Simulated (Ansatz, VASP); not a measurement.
# NaF in VASP and in Ansatz

Contents of INCAR:

```
SYSTEM = NaF
  PREC = Accurate
  ENCUT = 520
  EDIFF = 1E-6
  ISMEAR = 0
  SIGMA = 0.05
  LREAL = .False.
  LASPH = .True.
  NELM = 100
  ALGO = Normal
  ISIF = 2
  LWAVE = .False.
  LCHARG = .True.
  GGA = PS
  LELF = .True.
  LVHAR = .True.
  NBANDS = 14
```

KPOINTS

```
Automatic mesh
0
Gamma
  8 8 8
  0 0 0
```

POSCAR

```
NaF
1.0
    0.0000000000      2.6717950000      2.3233000000
    1.9748050000      0.0000000000      2.3233000000
    1.9748050000      2.6717950000      0.0000000000
Na F
1 1
Direct
    0.0000000000      0.0000000000      0.0000000000
    0.5000000000      0.5000000000      0.5000000000
```

Input for Ansatz:

```yaml
crystal:
  lattice:
    - [0.0, 2.671795, 2.3233]
    - [1.974805, 0.0, 2.3233]
    - [1.974805, 2.671795, 0.0]
  atoms:
    - { symbol: Na, position: [0.0, 0.0, 0.0] }
    - { symbol: F, position: [0.5, 0.5, 0.5] }
basis:
  ecutwfc: 420
kpoints:
  mp_grid: { grid: [8, 8, 8] }
hamiltonian:
  xc: pbesol
scf:
  occupations: { method: gaussian, width: 0.05 }
output:
  forces: true
  stress: true
  eigenvalues: true
```

Change from the starting cell: strain -0.1500 x Voigt [1, -1, 0, 0, 0, 0], atoms carried along.

Alike in both runs: task single point; functional PBEsol; k mesh 8 × 8 × 8; occupations gaussian, width 0.05 eV; no spin polarisation.

```csv
,VASP,Ansatz
version,VASP 6.6.1,Ansatz 0.2.0
potentials or method,"VASP PAW PBE potentials, release 64 (Na_pv, F), cutoff 520 eV","scalar-relativistic, plane waves, PAW"
valence electrons in the cell,14,16
```

VASP gave:

```
gap on the k mesh at the Fermi level (eV)                     : 6.03
least direct gap on the mesh (eV)                             : 6.03
pressure (GPa)                                                : 10.7
traceless stress, the component that is largest in VASP (GPa) : 24.23
```

What did Ansatz give for the same quantities?

gap on the k mesh at the Fermi level (eV): 6.06; least direct gap on the mesh (eV): 6.06; pressure (GPa): 10.3; traceless stress, the component that is largest in VASP (GPa): 23.14.

VASP's potentials were made for PBE, not for PBEsol. VASP's potentials hold 14 valence electrons a cell and Ansatz's 16, so a difference there can come from the potentials and not from the codes.
